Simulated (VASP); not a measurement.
# BeS (F-43m) in VASP: further runs, part 2 of 2

VASP 6.6.1. Earlier steps stand in the parts before.

## (4) Single point, LDA

INCAR

```
ALGO     = Normal         # electronic algorithm
EDIFF    = 1E-6           # SCF threshold, eV
ENCUT    = 520            # plane-wave cutoff, eV
GGA      = CA             # functional
ISIF     = 2              # what is computed and relaxed
ISMEAR   = -1             # smearing method
LASPH    = True           # aspherical terms in the spheres
LCHARG   = False          # write CHGCAR
LREAL    = False          # projectors in reciprocal space
LWAVE    = False          # write WAVECAR
NBANDS   = 11             # bands
NELM     = 100            # most SCF steps
PREC     = Accurate       # precision mode
SIGMA    = 0.05           # smearing width, eV
```

KPOINTS

```
k-points
0
Gamma
  9 9 9
```

POSCAR

```
BeS
1.0
    0.0000000000      2.4250000000      2.4250000000
    2.4250000000      0.0000000000      2.4250000000
    2.4250000000      2.4250000000      0.0000000000
S Be
1 1
Direct
    0.7500000000      0.7500000000      0.7500000000
    0.0000000000      0.0000000000      0.0000000000
```

Potentials or basis: VASP PAW LDA potentials, release 64 (S, Be).

On the command line:

```bash
$ cat potpaw_LDA.64/S/POTCAR potpaw_LDA.64/Be/POTCAR > POTCAR
$ mpirun -np 1 vasp_std > vasp.out
```

OUTCAR:

```text
EDIFF = 1E-6
   ENCUT = 520
   GGA = CA
   ISIF = 2
   ISMEAR = -1
   LASPH = True
   LREAL = False
   NELM = 100
   PREC = Accurate

 ion  position               nearest neighbor table
   1  0.750  0.750  0.750-   2 2.10   2 2.10   2 2.10   2 2.10
   2  0.000  0.000  0.000-   1 2.10   1 2.10   1 2.10   1 2.10

  LATTYP: Found a face centered cubic cell.
 ALAT       =     4.8500000000

  Lattice vectors:

 A1 = (   0.0000000000,   2.4250000000,   2.4250000000)
 A2 = (   2.4250000000,   0.0000000000,   2.4250000000)
 A3 = (   2.4250000000,   2.4250000000,   0.0000000000)

Analysis of symmetry for initial positions (statically):
=====================================================================
 Subroutine PRICEL returns:
 Original cell was already a primitive cell.

 Routine SETGRP: Setting up the symmetry group for a
 face centered cubic supercell.

 Subroutine GETGRP returns: Found 24 space group operations
 (whereof 24 operations were pure point group operations)
 out of a pool of 48 trial point group operations.

The static configuration has the point symmetry T_d .

Analysis of symmetry for dynamics (positions and initial velocities):
=====================================================================
 Subroutine PRICEL returns:
 Original cell was already a primitive cell.

 Routine SETGRP: Setting up the symmetry group for a
 face centered cubic supercell.

 Subroutine GETGRP returns: Found 24 space group operations
 (whereof 24 operations were pure point group operations)
 out of a pool of 48 trial point group operations.

The dynamic configuration has the point symmetry T_d .

 Subroutine INISYM returns: Found 24 space group operations
 (whereof 24 operations are pure point group operations),
 and found     1 'primitive' translations

----------------------------------------------------------------------------------------

                                     Primitive cell
[... 112 lines left out ...]
  volume/ion in A,a.u.               =      14.26        96.23
  Fermi-wavevector in a.u.,A,eV,Ry     =   1.071642  2.025110 15.625158  1.148417
  Thomas-Fermi vector in A             =   2.207388
   LORBIT       =      0    0 simple, 1 ext, 2 COOP (PROOUT), +10 PAW based schemes
   GGA     = CA    functional components
   LHFCALC =     F    Hartree Fock is set to
   AEXX    =    0.0000 exact exchange contribution
   IVDW    =     0    specifies the selected vdW correction
   LEPSILON=     F    determine dielectric tensor
   LRPA    =     F    only Hartree local field effects (RPA)
 non-spin polarized calculation
  energy-cutoff  :      520.00
  volume of cell :       28.52
 maximum number of plane-waves:       779
 NGX is ok and might be reduce to    28
   NGX = 13   NGY = 13   NGZ = 13

 number of electron       7.9999999 magnetization

 Free energy of the ion-electron system (eV)
  ---------------------------------------------------
  ext. energy  EPLUGINS =         0.00000000
  ---------------------------------------------------
  free energy    TOTEN  =       -11.13334228 eV

  energy without entropy =      -11.13334228  energy(sigma->0) =      -11.13334228

 E-fermi :   4.9784     XC(G=0):  -9.9892

 val. band max:        4.0288644890   @ k =   0.0000   0.0000   0.0000
 cond. band min:       7.0300143751   @ k =   0.4444   0.4444   0.0000
 fundamental gap:      3.0011498861
 Fermi energy:         4.9784499839

 k-point     1 :       0.0000    0.0000    0.0000
  band No.  band energies     occupation
      1      -9.6269      2.00000
      2       4.0289      2.00000
      3       4.0289      2.00000
      4       4.0289      2.00000
      5       9.5725      0.00000
      6       9.5725      0.00000
      7       9.5725      0.00000
      8       9.7045      0.00000
      9      16.8416      0.00000
     10      16.8416      0.00000
     11      18.6313      0.00000
[... 309 lines left out ...]
 k-point    24 :       0.4444    0.4444    0.0000
  band No.  band energies     occupation
      1      -7.5476      2.00000
      2      -0.8624      2.00000
      3       1.4093      2.00000
      4       1.4093      2.00000
      5       7.0300      0.00000
      6       8.9003      0.00000
      7      16.2217      0.00000
      8      16.2217      0.00000
      9      18.9120      0.00000
     10      20.2381      0.00000
     11      21.2482      0.00000

 [... further k-points ...]
[... 5 lines left out ...]
  --------------------------------------------------------------------------------------
  -------------------------------------------------------------------------------------
  Total       -0.5642406     -0.5642406     -0.5642406      0.0000000      0.0000000     -0.0000000
  in kB      -31.6963816    -31.6963816    -31.6963816      0.0000000      0.0000000     -0.0000000
  external PRESSURE =     -31.6963816 kB  Pullay stress =       0.0000000 kB

 VOLUME and BASIS-vectors are now :
 -----------------------------------------------------------------------------
  energy-cutoff  :      520.00
  volume of cell :       28.52
      direct lattice vectors                 reciprocal lattice vectors
     0.000000000  2.425000000  2.425000000    -0.206185567  0.206185567  0.206185567
     2.425000000  0.000000000  2.425000000     0.206185567 -0.206185567  0.206185567
     2.425000000  2.425000000  0.000000000     0.206185567  0.206185567 -0.206185567

 POSITION                                       TOTAL-FORCE (eV/Angst)
 -----------------------------------------------------------------------------------
      3.63750      3.63750      3.63750         0.000000      0.000000      0.000000
      0.00000      0.00000      0.00000        -0.000000     -0.000000     -0.000000
 -----------------------------------------------------------------------------------
    total drift:                                0.000000      0.000000     -0.000000

  FREE ENERGIE OF THE ION-ELECTRON SYSTEM (eV)
  ---------------------------------------------------
  free  energy   TOTEN  =       -11.1333422776 eV

  energy  without entropy=      -11.1333422775  energy(sigma->0) =      -11.13334228
```

stdout:

```text
POSCAR found type information on POSCAR S Be
 POSCAR found :  2 types and       2 ions
 scaLAPACK will be used
 LDA part: xc-table for (Slater(with rela. corr.)+CA(PZ))
 , standard interpolation
 POSCAR, INCAR and KPOINTS ok, starting setup
 FFT: planning ... GRIDC
 FFT: planning ... GRID_SOFT
 FFT: planning ... GRID
 WAVECAR not read
 entering main loop
```

Wall time 19 s (1 thread of Intel Xeon 6975P-C, shared host); peak memory 0.13 GiB.

What came out:

- Free energy: -11.1333 eV
- Pressure: -3.2 GPa
- Band gap on the k mesh: 3.00 eV, indirect (least direct gap 5.54 eV)

Levels at points of the mesh, in eV from the valence-band top:
| k point | band 1 | band 2 | band 3 | band 4 | band 5 | band 6 | band 7 | band 8 | band 9 |
| --- | --- | --- | --- | --- | --- | --- | --- | --- | --- |
| (0.00, 0.00, 0.00) | -13.66 | 0.00 | 0.00 | 0.00 | 5.54 | 5.54 | 5.54 | 5.68 | 12.81 |

## (5) Single point, LDA

This run uses another cell than the first one, of 13.69 Å³/atom, 0.960 times its volume.

INCAR

```
PREC = Accurate ; ENCUT = 520
EDIFF = 1E-7 ; ISMEAR = -1
SIGMA = 0.05 ; LREAL = False
LASPH = True ; NELM = 100
ALGO = Normal ; ISIF = 2
LWAVE = False ; LCHARG = False
NBANDS = 11
```

KPOINTS

```
Automatic mesh
0
Gamma
  9 9 9
```

POSCAR

```
BeS
1.0
    0.0000000000      2.3922257121      2.3922257121
    2.3922257121      0.0000000000      2.3922257121
    2.3922257121      2.3922257121      0.0000000000
S Be
1 1
Direct
    0.7500000000      0.7500000000      0.7500000000
    0.0000000000      0.0000000000      0.0000000000
```

On the command line:

```bash
$ cat potpaw_LDA.64/S/POTCAR potpaw_LDA.64/Be/POTCAR > POTCAR
$ mpirun -np 1 vasp_std > vasp.out
```

It took 24 s on 1 thread of Intel Xeon 6975P-C, shared host; peak memory 0.13 GiB.

It converged, with:

```
Free energy            : -11.1419 eV
Pressure               : 0.8 GPa
Band gap on the k mesh : 2.92 eV, indirect (least direct gap 5.52 eV)
```

Levels at points of the mesh, in eV from the valence-band top:
| k point | band 1 | band 2 | band 3 | band 4 | band 5 | band 6 | band 7 | band 8 | band 9 |
| --- | --- | --- | --- | --- | --- | --- | --- | --- | --- |
| (0.00, 0.00, 0.00) | -13.94 | 0.00 | 0.00 | 0.00 | 5.52 | 5.52 | 5.52 | 6.03 | 12.90 |

A k mesh can miss the band edges.

## (6) The runs side by side

| level | potentials or basis | cell | smearing | gap on the mesh (eV) | pressure (GPa) |
| --- | --- | --- | --- | --- | --- |
| BLYP | VASP PAW PBE potentials, release 64 (S, Be) | a = 3.429 Å, angles 60.0°, 2 atoms | fermi-dirac 0.05 eV | 3.49 | 4.4 |
| PBE | VASP PAW PBE potentials, release 64 (S, Be) | a = 3.429 Å, angles 60.0°, 2 atoms | gaussian 0.014 eV | 3.20 | 1.6 |
| LDA | VASP PAW LDA potentials, release 64 (S, Be) | a = 3.429 Å, angles 60.0°, 2 atoms | fermi-dirac 0.05 eV | 3.00 | -3.2 |
| LDA | VASP PAW LDA potentials, release 64 (S, Be) | a = 3.383 Å, angles 60.0°, 2 atoms | fermi-dirac 0.05 eV | 2.92 | 0.8 |

Alike in all rows: task single point; no spin polarisation; k mesh 9 × 9 × 9; cutoff (eV) 520.

Caveats: the PAW data sets were made with another functional, which shifts forces and pressure a little (some runs).

Total energies depend on the potentials used, so only differences within one code and one set of settings carry meaning.
